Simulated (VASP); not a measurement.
A run of VASP 6.6.1 is set up as follows.

The input INCAR:

```
SYSTEM = W2C
PREC     = Accurate       ! precision mode
ENCUT    = 600            ! plane-wave cutoff, eV
EDIFF    = 1E-6           ! SCF threshold, eV
ISMEAR   = -1             ! smearing method
SIGMA    = 0.05           ! smearing width, eV
LREAL    = .False.        ! projectors in reciprocal space
LASPH    = .True.         ! aspherical terms in the spheres
NELM     = 120            ! most SCF steps
ALGO     = Normal         ! electronic algorithm
ISIF     = 2              ! what is computed and relaxed
LWAVE    = .False.        ! write WAVECAR
LCHARG   = .False.        ! write CHGCAR
GGA      = PE             ! functional
NBANDS   = 23             ! bands
GGA_COMPAT= .False.
```

KPOINTS

```
regular mesh
0
Gamma
  10 10 6
  0 0 0
```

POSCAR

```
W2C
1.0
    3.1302579020      0.0000000000      0.0000000000
   -1.5651289510      2.7108828635      0.0000000000
    0.0000000000      0.0000000000      4.7701851776
W C
2 1
Direct
    0.6666666667      0.3333333333      0.2536690000
    0.3333333333      0.6666666667      0.7463310000
    0.0000000000      0.0000000000      0.0000000000
```

Potentials or basis: VASP PAW PBE potentials, release 64 (W_sv, C).

The run is started by

```bash
$ cat potpaw_PBE.64/W_sv/POTCAR potpaw_PBE.64/C/POTCAR > POTCAR
$ mpirun -np 1 vasp_std > vasp.out
```

(1) Estimate the largest force.

(2) Estimate the pressure.

## Answers

(1) 0.414 eV/Å.

(2) -18.1 GPa.
